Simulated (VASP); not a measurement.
Input of a VASP 6.6.1 run:

POSCAR

```
CuAu
1.0
    1.4430568479      0.8331492596      4.2561707609
   -1.4430568479      0.8331492596      4.2561707609
    0.0000000000     -1.6662985192      4.2561707609
Au Cu
1 1
Direct
    0.0000000000      0.0000000000      0.0000000000
    0.5000000000      0.5000000000      0.5000000000
```

The input INCAR.step1:

```
SYSTEM = CuAu
  PREC = Accurate
  ENCUT = 520
  ISMEAR = -1
  SIGMA = 0.05
  LREAL = .FALSE.
  LASPH = .TRUE.
  NELM = 60
  NBANDS = 18
  GGA = PE
  ALGO = Normal
  EDIFF = 1E-4
  LWAVE = .TRUE.
  LCHARG = .FALSE.
```

File INCAR.step2:

```
SYSTEM = CuAu
  PREC = Accurate
  ENCUT = 520
  EDIFF = 1E-7
  ISMEAR = -1
  SIGMA = 0.05
  LREAL = .FALSE.
  LASPH = .TRUE.
  NELM = 60
  ALGO = Normal
  ISIF = 2
  LWAVE = .FALSE.
  LCHARG = .FALSE.
  METAGGA = R2SCAN
  LMIXTAU = .TRUE.
  NBANDS = 18
  ISTART = 1
```

The input KPOINTS:

```
Automatic mesh
0
G
  11 11 11
  0 0 0
```

Potentials or basis: VASP PAW PBE potentials, release 64 (Au, Cu).

Command:

```sh
$ cat potpaw_PBE.64/Au/POTCAR potpaw_PBE.64/Cu/POTCAR > POTCAR
$ cp INCAR.step1 INCAR
$ mpirun -np 1 vasp_std > vasp.out
$ cp INCAR.step2 INCAR
$ mpirun -np 1 vasp_std > vasp.out
```

Task: Predict the pressure.

Result: -4.4 GPa.

Task: What does it give for the band gap on the k mesh?

Result: Zero (band 11 reaches 10.09 eV, above the bottom of band 12 at 5.67 eV).

Stress tensor (GPa, compression positive):
```
-4.56  0.00  0.00
 0.00 -4.56  0.00
 0.00  0.00 -4.01
```

Caveat: the PAW data sets were made with another functional, which shifts forces and pressure a little; spin-orbit coupling is left out, which moves the levels of the heavy elements.
